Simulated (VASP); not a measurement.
Crystal: Al.

```xyz
1
Lattice="-1.6071 1.6071 1.6071 1.6071 -1.6071 1.6071 1.6071 1.6071 -1.6071" Properties=species:S:1:pos:R:3 pbc="T T T"
Al    0.0000    0.0000    0.0000
```

| Item | Value |
| --- | --- |
| Program | VASP 6.6.1 |
| Task | relaxation of cell and atoms |
| Functional | revPBE |
| Potentials or basis | VASP PAW PBE potentials, release 64 (Al) |
| Cutoff | 600 eV |
| k mesh | 14 × 14 × 14 |
| Occupations | fermi-dirac, width 0.1 eV |
| Spin | no spin polarisation |

At the start: pressure 2.4 GPa; volume 16.60 Å³/atom.

Q: Where does the relaxation end?

A: Over 3 steps the energy falls by 4.2 meV/atom and the volume is 17.17 Å³/atom (+3.4 %); space group Im-3m (No. 229, to 0.05 Å).

Step by step:
```csv
step,energy change (eV),largest force (eV/Å),pressure (GPa),volume (Å³)
1,0.0000,0.0000,2.44,16.60
2,-0.0042,0.0000,-0.18,17.22
3,-0.0042,0.0000,0.00,17.17
```

Final structure:
```
Al
1.0
    -1.62519    1.62519    1.62519
     1.62519   -1.62519    1.62519
     1.62519    1.62519   -1.62519
Al
1
Direct
  0.00000 0.00000 0.00000
```

Caveat: the PAW data sets were made with another functional, which shifts forces and pressure a little.
